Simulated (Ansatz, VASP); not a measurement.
## B: VASP beside Ansatz

INCAR

```
SYSTEM = B
PREC = Accurate
ENCUT = 500
EDIFF = 1E-7
ISMEAR = 0
SIGMA = 0.1
LREAL = .FALSE.
LASPH = .TRUE.
NELM = 120
ALGO = Normal
ISIF = 3
LWAVE = .FALSE.
LCHARG = .FALSE.
GGA = PE
IBRION = 2
NSW = 90
EDIFFG = -0.04
GGA_COMPAT = .FALSE.
NELMIN = 4
```

KPOINTS

```
regular mesh
0
G
  6 6 6
  0 0 0
```

POSCAR

```
B
1.0
    0.0000000000      2.2077962200      2.2077962200
    2.2077962200      0.0000000000      2.2077962200
    2.2077962200      2.2077962200      0.0000000000
B
3
Direct
    0.2500000000      0.2500000000      0.2500000000
    0.7500000000      0.7500000000      0.7500000000
    0.5000000000      0.5000000000      0.5000000000
```

Input for Ansatz:

```yaml
crystal:
  lattice:
    - [0.0, 2.20779622, 2.20779622]
    - [2.20779622, 0.0, 2.20779622]
    - [2.20779622, 2.20779622, 0.0]
  atoms:
    - { symbol: B, position: [0.25, 0.25, 0.25] }
    - { symbol: B, position: [0.75, 0.75, 0.75] }
    - { symbol: B, position: [0.5, 0.5, 0.5] }
basis:
  ecutwfc: 420
kpoints:
  mp_grid: { grid: [6, 6, 6] }
hamiltonian:
  xc: pbe
scf:
  occupations: { method: gaussian, width: 0.1 }
  lower_state_search: "off"
output:
  forces: true
  stress: true
  eigenvalues: true
relax:
  adjacent_minimum: "off"
  f_tol: 0.04
  max_steps: 70
  cell: { stress_tol: 0.4 }
```

Alike in both runs: task relaxation of cell and atoms; functional PBE; k mesh 6 × 6 × 6; occupations gaussian, width 0.1 eV; no spin polarisation.

|  | VASP | Ansatz |
| --- | --- | --- |
| version | VASP 6.6.1 | Ansatz 0.2.0 |
| potentials or method | VASP PAW PBE potentials, release 64 (B), cutoff 500 eV | scalar-relativistic, plane waves, PAW |
| valence electrons in the cell | 9 | 9 |

```csv
,VASP,Ansatz,Ansatz less VASP
"gap on the k mesh at the Fermi level, each at its own relaxed structure (eV)",none,none,-
relaxed volume (Å³/atom),6.48,6.48,+0.007
relaxed cell length with the largest relative difference (Å),3.018,3.019,+0.0011
```

A gap of «none» marks a metal or a gap that the smearing closes.

The k mesh is coarse, so the values compare programs but aren't converged.
